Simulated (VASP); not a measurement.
Here is a VASP 6.6.1 calculation.

INCAR

```
PREC     = Accurate       # precision mode
ENCUT    = 520            # plane-wave cutoff, eV
EDIFF    = 1E-6           # SCF threshold, eV
ISMEAR   = 0              # smearing method
SIGMA    = 0.15           # smearing width, eV
LREAL    = F              # projectors in reciprocal space
LASPH    = T              # aspherical terms in the spheres
NELM     = 80             # most SCF steps
ALGO     = Normal         # electronic algorithm
ISIF     = 2              # what is computed and relaxed
LWAVE    = F              # write WAVECAR
LCHARG   = F              # write CHGCAR
GGA      = PS             # functional
NBANDS   = 12             # bands
```

The input KPOINTS:

```
regular mesh
0
Gamma
  18 18 18
```

Contents of POSCAR:

```
Sc
1.0
    0.0000000000      2.3386150000      2.2705000000
    2.3386150000      0.0000000000      2.2705000000
    2.3386150000      2.3386150000      0.0000000000
Sc
1
Direct
    0.0000000000      0.0000000000      0.0000000000
```

Potentials or basis: VASP PAW PBE potentials, release 64 (Sc_sv).

The run is started by

```console
$ cat potpaw_PBE.64/Sc_sv/POTCAR > POTCAR
$ mpirun -np 1 vasp_std > vasp.out
```

Question: Predict the band gap on the k mesh.

Answer: Zero (an odd number of electrons rules out a gap without spin polarisation).

Question: Estimate the pressure.

Answer: -2.5 GPa.

Stress tensor (GPa, compression positive):
```
-2.77  0.00  0.00
 0.00 -2.77  0.00
 0.00  0.00 -1.99
```

Caveat: the cell differs from its parent crystal (strain +0.030 along x and y, +0.000 along z); the PAW data sets were made with another functional, which shifts forces and pressure a little.
